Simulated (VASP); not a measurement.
# TiB: single point with PBEsol

TiB:

```
Ti B
1.0
     0.00000    2.35841    1.66740
     2.35841    0.00000    1.66740
     2.35841    2.35841    0.00000
Ti B
1 1
Direct
  0.75000 0.75000 0.75000
  0.00000 0.00000 0.00000
```

This cell differs from its parent crystal: ratio of the length along z to the lengths across it x 0.707, volume and fractional coordinates fixed.

* Program: VASP 6.6.1
* Task: single point
* Functional: PBEsol
* Potentials or basis: VASP PAW PBE potentials, release 64 (Ti_sv, B)
* Cutoff: 520 eV
* k mesh: 22 × 22 × 22
* Occupations: gaussian, width 0.15 eV
* Spin: no spin polarisation
* Dipole correction: no
* Further INCAR settings: ALGO = Normal; EDIFF = 1e-06; NBANDS = 14

- Pressure: 97.4 GPa

Stress tensor (GPa, compression positive):
```
124.17   0.00   0.00
  0.00 124.17   0.00
  0.00   0.00  43.78
```

Levels at points of the mesh, in eV from the Fermi level:
```
           k point  band 6  band 7  band 8  band 9  band 10  band 11
(0.00, 0.00, 0.00)   -1.63   -1.63   -0.88    0.73     2.94     9.69
(0.50, 0.00, 0.00)   -3.19   -2.80   -0.06    3.15     4.31     5.91
(0.50, 0.50, 0.00)   -4.54    0.32    0.32    4.31     4.84     4.84
(0.50, 0.00, 0.50)   -4.48   -0.33    0.17    2.21     2.82     4.63
```

Wall time 83 s on 1 thread of Intel(R) Xeon(R) 6975P-C (Granite Rapids), with other jobs on the host, peak memory 0.34 GiB.

Caveat: the PAW data sets were made with another functional, which shifts forces and pressure a little.
